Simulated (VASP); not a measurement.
A run of VASP 6.6.1 is set up as follows.

Contents of INCAR:

```
SYSTEM = CdTe
PREC = Accurate
ENCUT = 520
EDIFF = 1E-6
ISMEAR = -1
SIGMA = 0.05
LREAL = .FALSE.
LASPH = .TRUE.
NELM = 80
ALGO = Normal
ISIF = 2
LWAVE = .FALSE.
LCHARG = .FALSE.
GGA = RE
NBANDS = 16
```

File KPOINTS:

```
regular mesh
0
G
  7 7 7
  0 0 0
```

The input POSCAR:

```
CdTe
1.0
    0.0000000000      3.2050000000      3.2050000000
    3.2050000000      0.0000000000      3.2050000000
    3.2050000000      3.2050000000      0.0000000000
Te Cd
1 1
Direct
    0.7500000000      0.7500000000      0.7500000000
    0.0000000000      0.0000000000      0.0000000000
```

Potentials or basis: VASP PAW PBE potentials, release 64 (Te, Cd).

The run is started by

```sh
$ cat potpaw_PBE.64/Te/POTCAR potpaw_PBE.64/Cd/POTCAR > POTCAR
$ mpirun -np 1 vasp_std > vasp.out
```

Task: What does it give for the pressure?

Result: 5.7 GPa.

Task: What does it give for the band gap on the k mesh?

Result: 0.98 eV, direct.

Caveat: the PAW data sets were made with another functional, which shifts forces and pressure a little; spin-orbit coupling is left out, which moves the levels of the heavy elements.
